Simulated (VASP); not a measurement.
## TiTe2: single point with PBE

Crystal: TiTe2.

```xyz
6
Lattice="1.8942 -3.2807 -0.0017 -5.6695 -3.2733 0.0164 0.0156 0.0064 -6.7497" Properties=species:S:1:pos:R:3 pbc="T T T"
Ti   -1.8716   -3.2710   -6.7425
Ti    0.0151    0.0069   -6.7495
Te   -3.7612   -2.1751   -5.0205
Te    0.0207   -2.1792   -5.0295
Te   -3.7802   -4.3688   -1.7054
Te   -1.8930   -1.0914   -1.7129
```

* Program: VASP 6.6.1
* Task: single point
* Functional: PBE
* Potentials or basis: VASP PAW PBE potentials, release 64 (Ti_sv, Te)
* Cutoff: 520 eV
* k mesh: 6 × 4 × 4
* Occupations: gaussian, width 0.2 eV
* Spin: no spin polarisation
* Dipole correction: no
* Further INCAR settings: ALGO = Normal; EDIFF = 1e-07; NBANDS = 33

```yaml
Pressure: 0.0 GPa
Largest_force: 0.008 eV/Å
Band_gap_on_the_k_mesh: zero (band 24 reaches 6.71 eV, above the bottom of band 25 at 6.08 eV)
```

Forces on the atoms (eV/Å):
```
Ti  -0.002  0.000  0.002
Ti   0.002 -0.001 -0.002
Te  -0.003 -0.001  0.006
Te  -0.004  0.001  0.007
Te   0.002  0.001 -0.006
Te   0.005  0.000 -0.007
```

Levels at points of the mesh, in eV from the Fermi level:
```
           k point  band 21  band 22  band 23  band 24  band 25  band 26  band 27  band 28
(0.00, 0.00, 0.00)    -1.00     0.02     0.22     0.35     0.40     0.40     1.06     1.08
(0.50, 0.00, 0.00)    -2.19    -2.19    -1.58    -1.58     0.82     0.82     1.30     1.30
(0.00, 0.50, 0.00)    -0.61    -0.61    -0.59    -0.58     0.18     0.18     1.18     1.18
(0.50, 0.50, 0.00)    -1.74    -1.74    -0.97    -0.97     0.02     0.02     1.14     1.14
(0.00, 0.00, 0.50)    -1.15    -0.65    -0.24     0.39     0.40     0.86     0.86     0.94
(0.50, 0.00, 0.50)    -1.79    -1.79    -1.72    -1.72     0.80     0.80     0.91     0.91
(0.00, 0.50, 0.50)    -1.40    -1.40    -0.56    -0.56     0.26     0.26     1.40     1.40
(0.50, 0.50, 0.50)    -1.13    -1.12    -0.62    -0.62    -0.24    -0.24     1.14     1.14
```

Wall time 5.1 min on 1 thread of Intel(R) Xeon(R) Platinum 8259CL CPU @ 2.50GHz (Skylake/Cascade Lake), on a shared host, peak memory 0.4 GiB.

Caveat: spin-orbit coupling is left out, which moves the levels of the heavy elements.
